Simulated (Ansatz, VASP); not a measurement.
Li6SnBr8: VASP beside Ansatz

```xyz
15
Lattice="0.0000 5.5246 5.5246 5.5246 0.0000 5.5246 5.5246 5.5246 0.0000" Properties=species:S:1:pos:R:3 pbc="T T T"
Br    2.7623    2.7623    2.7623
Br    8.2869    8.2869    8.2869
Br    2.7071    5.5246    5.5246
Br    5.5246    2.7071    5.5246
Br    8.3422    5.5246    5.5246
Br    5.5246    8.3422    5.5246
Br    5.5246    5.5246    2.7071
Br    5.5246    5.5246    8.3422
Sn    0.0000    0.0000    0.0000
Li    0.0000    2.7623    2.7623
Li    2.7623    5.5246    2.7623
Li    5.5246    2.7623    2.7623
Li    2.7623    0.0000    2.7623
Li    2.7623    2.7623    5.5246
Li    2.7623    2.7623    0.0000
```

Alike in both runs: task single point; functional PBE; k mesh 4 × 4 × 4; occupations methfessel-paxton of order 1, width 0.011 eV; no spin polarisation.

|  | VASP | Ansatz |
| --- | --- | --- |
| version | VASP 6.6.1 | Ansatz 0.2.0 |
| potentials or method | VASP PAW PBE potentials, release 64 (Br, Sn_d, Li_sv), cutoff 520 eV | PAW plane waves |
| valence electrons in the cell | 88 | 88 |

```csv
,VASP,Ansatz,Ansatz less VASP
gap on the k mesh at the Fermi level (eV),2.47,2.46,-0.011
rms of the force components (eV/Å),0.603,0.599,-0.0038
```

The functional is the same, so the differences come from potentials, cutoffs and numerics.

Noted on VASP's run: the cutoff is under 1.25 times that of the potentials, so the pressure is a little rough.
